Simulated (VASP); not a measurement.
Wanted: the native input for a VASP 6.6.1 run.

- Task: single point
- Functional: r2SCAN
- Potentials or basis: VASP PAW PBE potentials, release 64 (Sr_sv, O)
- Cutoff: 520 eV
- k mesh: 7 × 7 × 7
- Occupations: fermi-dirac, width 0.05 eV
- Spin: non-collinear spin, zero start, spin-orbit coupling
- Starting moments: [[0.0, 0.0, 0.0], [0.0, 0.0, 0.0]] μB
- Dipole correction: no
- Further INCAR settings: ALGO = Normal; EDIFF = 1e-06; NBANDS = 28

The system is SrO.

```
Sr O
1.0
     0.00000    2.56630    2.56630
     2.56630    0.00000    2.56630
     2.56630    2.56630    0.00000
Sr O
1 1
Direct
  0.50000 0.50000 0.50000
  0.00000 0.00000 0.00000
```

These files were run (other wordings do the same):

POSCAR

```
SrO
1.0
    0.0000000000      2.5663000000      2.5663000000
    2.5663000000      0.0000000000      2.5663000000
    2.5663000000      2.5663000000      0.0000000000
Sr O
1 1
Direct
    0.5000000000      0.5000000000      0.5000000000
    0.0000000000      0.0000000000      0.0000000000
```

INCAR.step1

```
SYSTEM = SrO
PREC = Accurate ; ENCUT = 520
ISMEAR = -1 ; SIGMA = 0.05
LREAL = .FALSE. ; LASPH = .TRUE.
NELM = 150 ; MAGMOM = 0 0 0 0 0 0
LSORBIT = .TRUE. ; GGA_COMPAT = .FALSE.
NBANDS = 28 ; GGA = PE
ALGO = Normal ; EDIFF = 1E-4
LWAVE = .TRUE. ; LCHARG = .FALSE.
```

INCAR.step2

```
SYSTEM = SrO
PREC = Accurate ; ENCUT = 520
EDIFF = 1E-6 ; ISMEAR = -1
SIGMA = 0.05 ; LREAL = .FALSE.
LASPH = .TRUE. ; NELM = 150
ALGO = Normal ; ISIF = 2
LWAVE = .FALSE. ; LCHARG = .FALSE.
MAGMOM = 0 0 0 0 0 0 ; LORBIT = 11
LSORBIT = .TRUE. ; GGA_COMPAT = .FALSE.
LORBMOM = .TRUE. ; METAGGA = R2SCAN
LMIXTAU = .TRUE. ; NBANDS = 28
ISTART = 1
```

KPOINTS

```
regular mesh
0
G
  7 7 7
  0 0 0
```

Potentials or basis: VASP PAW PBE potentials, release 64 (Sr_sv, O).

Launch:

```bash
$ cat potpaw_PBE.64/Sr_sv/POTCAR potpaw_PBE.64/O/POTCAR > POTCAR
$ cp INCAR.step1 INCAR
$ mpirun -np 1 vasp_ncl > vasp.out
$ cp INCAR.step2 INCAR
$ mpirun -np 1 vasp_ncl > vasp.out
```

Results of the run:

* Pressure: 2.1 GPa
* Net moment: 0.00 μB per cell
* Valence electrons inside the program's atomic spheres: Sr 8.18; O 5.01

Caveat: the PAW data sets were made with another functional, which shifts forces and pressure a little.

Wall time 4.8 min on 1 thread of Intel(R) Xeon(R) Platinum 8259CL CPU @ 2.50GHz (Skylake/Cascade Lake) (shared host), peak memory 0.29 GiB.
